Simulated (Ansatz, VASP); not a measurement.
## Two plane-wave programs on Ta

Contents of INCAR:

```
  PREC = Accurate
  ENCUT = 520
  EDIFF = 1E-6
  ISMEAR = 0
  SIGMA = 0.15
  LREAL = False
  LASPH = True
  NELM = 60
  ALGO = Fast
  ISIF = 2
  LWAVE = False
  LCHARG = False
  GGA = PS
  NBANDS = 12
```

Contents of KPOINTS:

```
Automatic mesh
0
Gamma
  20 20 20
```

The input POSCAR:

```
Ta
1.0
   -1.8206537848      1.6402286350      1.3941943397
    1.8206537848     -1.6402286350      1.3941943397
    1.8206537848      1.6402286350     -1.3941943397
Ta
1
Direct
    0.0000000000      0.0000000000      0.0000000000
```

Input for Ansatz:

```yaml
crystal:
  lattice:
    - [-1.8206537848, 1.640228635, 1.3941943397]
    - [1.8206537848, -1.640228635, 1.3941943397]
    - [1.8206537848, 1.640228635, -1.3941943397]
  atoms:
    - { symbol: Ta, position: [0.0, 0.0, 0.0] }
basis:
  ecutwfc: 420
kpoints:
  mp_grid: { grid: [20, 20, 20] }
hamiltonian:
  xc: pbesol
  pseudopotentials: { kind: paw, azcp: { folder: soft_1 } }
scf:
  occupations: { method: gaussian, width: 0.15 }
output:
  forces: true
  stress: true
  eigenvalues: true
```

Change from the starting cell: normal strain along x +0.1100, normal strain along z -0.1500.

Alike in both runs: task single point; functional PBEsol; k mesh 20 × 20 × 20; occupations gaussian, width 0.15 eV; no spin polarisation.

|  | VASP | Ansatz |
| --- | --- | --- |
| version | VASP 6.6.1 | Ansatz 0.2.0 |
| potentials or method | VASP PAW PBE potentials, release 64 (Ta_pv), cutoff 520 eV | scalar-relativistic, plane waves, PAW |
| valence electrons in the cell | 11 | 13 |

|  | VASP | Ansatz | Ansatz less VASP |
| --- | --- | --- | --- |
| gap on the k mesh at the Fermi level (eV) | none | none | - |
| pressure (GPa) | 19.4 | 19.0 | -0.40 |
| traceless stress, the component that is largest in VASP (GPa) | 16.53 | 16.45 | -0.079 |

VASP's potentials were made for PBE, not for PBEsol, and Ansatz warns of the same on its side. A gap of «none» marks a metal or a gap that the smearing closes. With one functional, cell and mesh, what is left measures potentials, basis and numerics. VASP's potentials hold 11 valence electrons a cell and Ansatz's 13, so a difference there can come from the potentials and not from the codes.

Neither program's run includes spin-orbit coupling.
